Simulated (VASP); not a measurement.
# WSe2 (Cmcm) in VASP: single point with PBE+D3(BJ)

Aim: the single point of WSe2 with PBE+D3(BJ).

Everything below comes from runs of VASP 6.6.1. Logs are shortened: lines on timing, memory, paths and dates and some standing lists are left out, and cuts for length are marked.

## Step 1: The cell of the first run

The structure is orthorhombic, space group Cmcm (No. 63). The conventional cell has a = 3.607 Å, b = 5.679 Å, c = 12.789 Å, α = 90.00°, β = 90.00°, γ = 90.00°. W (site symmetry m2m) has 6 Se at 2.53 to 2.64 Å and 4 W at 3.36 Å within 3.4 Å. Se (site symmetry m) has 3 W at 2.53 to 2.64 Å and 5 Se at 3.36 to 3.37 Å within 3.4 Å.

## Step 2: Single point, PBE+D3(BJ) (strain +0.1000 x Voigt [1, 0, 0, 0, 0, 0])

INCAR reads:

```
PREC = Accurate
ENCUT = 520
EDIFF = 1E-7
ISMEAR = 0
SIGMA = 0.05
LREAL = False
LASPH = True
NELM = 60
ALGO = Normal
ISIF = 2
LWAVE = False
LCHARG = False
GGA = PE
IVDW = 12
NBANDS = 35
```

KPOINTS reads:

```
regular mesh
0
Gamma
  12 12 2
```

POSCAR reads:

```
WSe2
1.0
    3.6069303151      0.0000000000      0.0000000000
   -1.8034651576      2.8397211660      0.0000000000
    0.0000000000      0.0000000000     12.7886113051
W Se
2 4
Direct
    0.3333333333      0.6666666667      0.2500000000
    0.6666666667      0.3333333333      0.7500000000
    0.3333333333      0.6666666667      0.6182912222
    0.6666666667      0.3333333333      0.1182912222
    0.3333333333      0.6666666667      0.8817087778
    0.6666666667      0.3333333333      0.3817087778
```

Potentials or basis: VASP PAW PBE potentials, release 64 (W_sv, Se).

The run is started by

```console
$ cat potpaw_PBE.64/W_sv/POTCAR potpaw_PBE.64/Se/POTCAR > POTCAR
$ mpirun -np 1 vasp_std > vasp.out
```

OUTCAR:

```text
PREC = Accurate
   ENCUT = 520
   EDIFF = 1E-7
   ISMEAR = 0
   LREAL = False
   LASPH = True
   NELM = 60
   ISIF = 2
   GGA = PE
   IVDW = 12
 IVDW          = 12

 ion  position               nearest neighbor table
   1  0.333  0.667  0.250-   4 2.53   6 2.53   4 2.64   6 2.64   4 2.64   6 2.64
   2  0.667  0.333  0.750-   3 2.53   5 2.53   3 2.64   5 2.64   3 2.64   5 2.64
   3  0.333  0.667  0.618-   2 2.53   2 2.64   2 2.64
   4  0.667  0.333  0.118-   1 2.53   1 2.64   1 2.64
   5  0.333  0.667  0.882-   2 2.53   2 2.64   2 2.64
   6  0.667  0.333  0.382-   1 2.53   1 2.64   1 2.64

  Warning from LATTYP: Monoclinic adjustment (A1->A3, A2->A1, A3->A2)!
  LATTYP: Found a base centered orthorhombic cell.
 ALAT       =     3.6069303151
 B/A-ratio  =     1.5745916433
 C/A-ratio  =     3.5455665033

  Lattice vectors:

 A1 = (   1.8034651576,  -2.8397211660,   0.0000000000)
 A2 = (   1.8034651575,   2.8397211660,   0.0000000000)
 A3 = (   0.0000000000,   0.0000000000,  12.7886113051)

Analysis of symmetry for initial positions (statically):
=====================================================================
 Subroutine PRICEL returns:
 Original cell was already a primitive cell.

 Routine SETGRP: Setting up the symmetry group for a
 base centered orthorhombic supercell.

 Subroutine GETGRP returns: Found  8 space group operations
 (whereof  4 operations were pure point group operations)
 out of a pool of  8 trial point group operations.

The static configuration has the point symmetry C_2h.
 The point group associated with its full space group is D_2h.

Analysis of symmetry for dynamics (positions and initial velocities):
=====================================================================
 Subroutine PRICEL returns:
 Original cell was already a primitive cell.

 Routine SETGRP: Setting up the symmetry group for a
 base centered orthorhombic supercell.

 Subroutine GETGRP returns: Found  8 space group operations
 (whereof  4 operations were pure point group operations)
 out of a pool of  8 trial point group operations.

The dynamic configuration has the point symmetry C_2h.
 The point group associated with its full space group is D_2h.

 Subroutine INISYM returns: Found  8 space group operations
 (whereof  4 operations are pure point group operations),
 and found     1 'primitive' translations

----------------------------------------------------------------------------------------

                                     Primitive cell

  volume of cell :     130.9896

  direct lattice vectors                    reciprocal lattice vectors
     3.606930315  0.000000000  0.000000000     0.277244059  0.176073625  0.000000000
    -1.803465158  2.839721166  0.000000000     0.000000000  0.352147250  0.000000000
     0.000000000  0.000000000 12.788611305     0.000000000  0.000000000  0.078194573

  length of vectors
     3.606930315  3.364001022 12.788611305     0.328429885  0.352147250  0.078194573

  position of ions in fractional coordinates (direct lattice)
     0.333333333  0.666666667  0.250000000
     0.666666667  0.333333333  0.750000000
     0.333333333  0.666666667  0.618291222
     0.666666667  0.333333333  0.118291222
     0.333333333  0.666666667  0.881708778
     0.666666667  0.333333333  0.381708778

  ion indices of the primitive-cell ions
   primitive index   ion index
                 1           1
                 2           2
                 3           3
                 4           4
                 5           5
                 6           6

----------------------------------------------------------------------------------------

 KPOINTS: regular mesh

Automatic generation of k-mesh.
 Grid dimensions read from file:
 generate k-points for:   12   12    2

 Generating k-lattice:

  Cartesian coordinates                     Fractional coordinates (reciprocal lattice)
     0.023103672  0.014672802  0.000000000     0.083333333  0.000000000  0.000000000
     0.000000000  0.029345604  0.000000000     0.000000000  0.083333333  0.000000000
     0.000000000  0.000000000  0.039097286     0.000000000  0.000000000  0.500000000

  Length of vectors
     0.027369157  0.029345604  0.039097286

  Shift w.r.t. Gamma in fractional coordinates (k-lattice)
     0.000000000  0.000000000  0.000000000

 Subroutine IBZKPT returns following result:
 ===========================================

 Found     86 irreducible k-points:

 Following reciprocal coordinates:
            Coordinates               Weight
  0.000000  0.000000  0.000000      1.000000
  0.083333  0.000000  0.000000      4.000000
  0.166667  0.000000  0.000000      4.000000
  0.250000 -0.000000  0.000000      4.000000
  0.333333  0.000000  0.000000      4.000000
  0.416667  0.000000  0.000000      4.000000
[... 16 lines left out ...]
  0.333333  0.166667  0.000000      4.000000
  0.416667  0.166667  0.000000      4.000000
 [... further k-points ...]
   k-points           NKPTS =     86   k-points in BZ     NKDIM =     86   number of bands    NBANDS=     35
   number of dos      NEDOS =    301   number of ions     NIONS =      6
   total plane-waves  NPLWV =  75264
   dimension x,y,z NGX =    28 NGY =   28 NGZ =   96
   dimension x,y,z NGXF=    56 NGYF=   56 NGZF=  192
   ions per type =               2   4
   NGX,Y,Z   is equivalent  to a cutoff of  12.91, 13.84, 12.48 a.u.
   NGXF,Y,Z  is equivalent  to a cutoff of  25.81, 27.67, 24.96 a.u.
 SYSTEM =  unknown system
   PREC   = accura    normal or accurate (medium, high low for compatibility)
   ISTART =      0    job   : 0-new  1-cont  2-samecut
   ICHARG =      2    charge: 1-file 2-atom 10-const
   ISPIN  =      1    spin polarized calculation?
   LNONCOLLINEAR =      F non collinear calculations
   LSORBIT =      F    spin-orbit coupling
   LASPH  =      T    aspherical Exc in radial PAW
   ENCUT  =  520.0 eV  38.22 Ry    6.18 a.u.   6.71  6.25 23.78*2*pi/ulx,y,z
   NELM   =     60;   NELMIN=  2; NELMDL= -5     # of ELM steps
   EDIFF  = 0.1E-06   stopping-criterion for ELM
   LREAL  =      F    real-space projection
   EDIFFG = 0.1E-05   stopping-criterion for IOM
   NSW    =      0    number of steps for IOM
   IBRION =     -1    ionic relax: 0-MD 1-quasi-New 2-CG
   NFREE  =      0    steps in history (QN), initial steepest desc. (CG)
   ISIF   =      2    stress and relaxation
   ISYM   =      2    0-nonsym 1-usesym 2-fastsym
   POTIM  = 0.5000    time-step for ionic-motion
   TEBEG  =    0.0;   TEEND  =   0.0 temperature during run
   PSTRESS=    0.0 pullay stress
   NELECT =      52.0000    total number of electrons
   NUPDOWN=      -1.0000    fix difference up-down
   EMIN   =  10.00;   EMAX   =-10.00  energy-range for DOS
   EFERMI =   0.00;   METHOD = LEGACY
   ISMEAR =     0;   SIGMA  =   0.05  broadening in eV -4-tet -1-fermi 0-gaus
   EFERMI_NEDOS =   21; number of points for ismear=-14 and -15
   IALGO  =     38    algorithm
   IMIX   =      4    mixing-type and parameters
     AMIX     =   0.40;   BMIX     =  1.00
     AMIX_MAG =   1.60;   BMIX_MAG =  1.00
  volume/ion in A,a.u.               =      21.83       147.33
  Fermi-wavevector in a.u.,A,eV,Ry     =   1.203179  2.273679 19.696342  1.447640
  Thomas-Fermi vector in A             =   2.338940
   LORBIT       =      0    0 simple, 1 ext, 2 COOP (PROOUT), +10 PAW based schemes
   GGA     = PE    functional components
   LHFCALC =     F    Hartree Fock is set to
   AEXX    =    0.0000 exact exchange contribution
   IVDW    =    12    specifies the selected vdW correction
   LEPSILON=     F    determine dielectric tensor
   LRPA    =     F    only Hartree local field effects (RPA)
 non-spin polarized calculation
 Gauss-broadening in eV      SIGMA  =   0.05
  energy-cutoff  :      520.00
  volume of cell :      130.99
 maximum number of plane-waves:      3553
   NGX = 13   NGY = 13   NGZ = 47

 number of electron      51.9999997 magnetization

 Free energy of the ion-electron system (eV)
  ---------------------------------------------------
  ext. energy  EPLUGINS =         0.00000000
  ---------------------------------------------------
  free energy    TOTEN  =       -42.66311603 eV

  energy without entropy =      -42.66311603  energy(sigma->0) =      -42.66311603

 E-fermi :   5.8071     XC(G=0): -10.4343

 val. band max:        5.5683534773   @ k =   0.0000   0.0000   0.0000
 cond. band min:       6.4190300175   @ k =   0.3333   0.3333   0.0000
 fundamental gap:      0.8506765402
 Fermi energy:         5.8071149378

 k-point     1 :       0.0000    0.0000    0.0000
  band No.  band energies     occupation
      1     -69.0208      2.00000
      2     -69.0208      2.00000
      3     -33.1877      2.00000
      4     -33.1877      2.00000
      5     -33.1722      2.00000
      6     -33.1722      2.00000
[... 27 lines left out ...]
     34       8.3465      0.00000
     35       9.1615      0.00000

 k-point     2 :       0.0833    0.0000    0.0000
  band No.  band energies     occupation
      1     -69.0205      2.00000
      2     -69.0205      2.00000
      3     -33.1934      2.00000
      4     -33.1934      2.00000
      5     -33.1706      2.00000
      6     -33.1706      2.00000
[... 27 lines left out ...]
     34       8.1850      0.00000
     35       9.7416      0.00000

 k-point     3 :       0.1667    0.0000    0.0000
  band No.  band energies     occupation
      1     -69.0197      2.00000
      2     -69.0197      2.00000
      3     -33.2103      2.00000
      4     -33.2103      2.00000
      5     -33.1663      2.00000
      6     -33.1663      2.00000
[... 27 lines left out ...]
     34       8.5139      0.00000
     35      10.7073      0.00000

 k-point     4 :       0.2500   -0.0000    0.0000
  band No.  band energies     occupation
      1     -69.0185      2.00000
      2     -69.0185      2.00000
      3     -33.2362      2.00000
      4     -33.2362      2.00000
      5     -33.1604      2.00000
      6     -33.1604      2.00000
[... 27 lines left out ...]
     34       8.9790      0.00000
     35      11.2090      0.00000

 k-point     5 :       0.3333    0.0000    0.0000
  band No.  band energies     occupation
      1     -69.0173      2.00000
      2     -69.0173      2.00000
      3     -33.2646      2.00000
      4     -33.2646      2.00000
      5     -33.1545      2.00000
      6     -33.1545      2.00000
[... 638 lines left out ...]
 k-point    22 :       0.2500    0.1667    0.0000
  band No.  band energies     occupation
      1     -69.0160      2.00000
      2     -69.0160      2.00000
      3     -33.2642      2.00000
      4     -33.2642      2.00000
      5     -33.1555      2.00000
      6     -33.1555      2.00000
[... 27 lines left out ...]
     34       9.8183      0.00000
     35      10.5269      0.00000

 k-point    23 :       0.3333    0.1667    0.0000
  band No.  band energies     occupation
      1     -69.0155      2.00000
      2     -69.0155      2.00000
      3     -33.2809      2.00000
      4     -33.2809      2.00000
      5     -33.1585      2.00000
      6     -33.1585      2.00000
[... 27 lines left out ...]
     34       9.8788      0.00000
     35       9.9016      0.00000

 k-point    24 :       0.4167    0.1667    0.0000
  band No.  band energies     occupation
      1     -69.0155      2.00000
      2     -69.0155      2.00000
      3     -33.2848      2.00000
      4     -33.2848      2.00000
      5     -33.1567      2.00000
      6     -33.1567      2.00000
[... 27 lines left out ...]
     34       9.7263      0.00000
     35       9.8729      0.00000

 [... further k-points ...]

------------------------ aborting loop because EDIFF is reached ----------------------------------------

 Edisp (eV)   -2.58723

 E8    (eV) :    -1.1544

  FORCE on cell =-STRESS in cart. coord.  units (eV):
  Direction    XX          YY          ZZ          XY          YZ          ZX
  --------------------------------------------------------------------------------------
  -------------------------------------------------------------------------------------
  Total     -13.38017    -4.31527    -5.78394     0.00000     0.00000     0.00000
  in kB    -163.65736   -52.78154   -70.74528     0.00000     0.00000     0.00000
  external pressure =      -95.73 kB  Pullay stress =        0.00 kB

 VOLUME and BASIS-vectors are now :
 -----------------------------------------------------------------------------
  energy-cutoff  :      520.00
  volume of cell :      130.99
      direct lattice vectors                 reciprocal lattice vectors
     3.606930315  0.000000000  0.000000000     0.277244059  0.176073625  0.000000000
    -1.803465158  2.839721166  0.000000000     0.000000000  0.352147250  0.000000000
     0.000000000  0.000000000 12.788611305     0.000000000  0.000000000  0.078194573

 POSITION                                       TOTAL-FORCE (eV/Angst)
 -----------------------------------------------------------------------------------
     -0.00000      1.89315      3.19715         0.000000     -0.507004     -0.000000
      1.80347      0.94657      9.59146        -0.000000      0.507004      0.000000
     -0.00000      1.89315      7.90709         0.000000     -0.269919      0.833392
      1.80347      0.94657      1.51278        -0.000000      0.269919      0.833392
     -0.00000      1.89315     11.27583         0.000000     -0.269919     -0.833392
      1.80347      0.94657      4.88153        -0.000000      0.269919     -0.833392
 -----------------------------------------------------------------------------------
    total drift:                                0.000000     -0.000000      0.000000

  FREE ENERGIE OF THE ION-ELECTRON SYSTEM (eV)
  ---------------------------------------------------
  free  energy   TOTEN  =       -45.2503482460 eV

  energy  without entropy=      -45.2503482460  energy(sigma->0) =      -45.25034825
```

Wall time 3.4 min (1 thread of AMD EPYC 9R45 (Zen 5), shared host); peak memory 0.44 GiB.

What came out:

- Free energy: -45.2503 eV
- Pressure: -9.6 GPa
- Largest force: 0.876 eV/Å
- Band gap on the k mesh: 0.85 eV (least direct gap 1.13 eV)
- Dispersion energy per atom: -0.431 eV

Forces in eV/Å, atoms in the order of the input:
```
W    0.000 -0.507  0.000
W    0.000  0.507  0.000
Se   0.000 -0.270  0.833
Se   0.000  0.270  0.833
Se   0.000 -0.270 -0.833
Se   0.000  0.270 -0.833
```

Stress tensor (GPa, compression positive):
```
-16.37   0.00   0.00
  0.00  -5.28   0.00
  0.00   0.00  -7.07
```

Levels at points of the mesh, in eV from the valence-band top:
```tsv
k point	band 24	band 25	band 26	band 27	band 28	band 29
(0.00, 0.00, 0.00)	-0.80	-0.64	0.00	1.81	1.86	1.89
(0.50, 0.00, 0.00)	-1.43	-1.17	-1.09	1.33	1.39	2.07
(0.00, 0.50, 0.00)	-1.94	-1.19	-0.95	1.71	1.74	1.89
(0.00, 0.00, 0.50)	-1.54	-0.10	-0.10	1.81	1.81	2.05
(0.50, 0.00, 0.50)	-1.37	-1.18	-1.18	1.36	1.36	2.15
(0.00, 0.50, 0.50)	-2.11	-1.04	-1.04	1.72	1.72	2.10
```

Caveat: the cell differs from its parent crystal (strain +0.1000 x Voigt [1, 0, 0, 0, 0, 0]); the cell stands under tension; spin-orbit coupling is left out, which moves the levels of the heavy elements. A k mesh can miss the band edges.
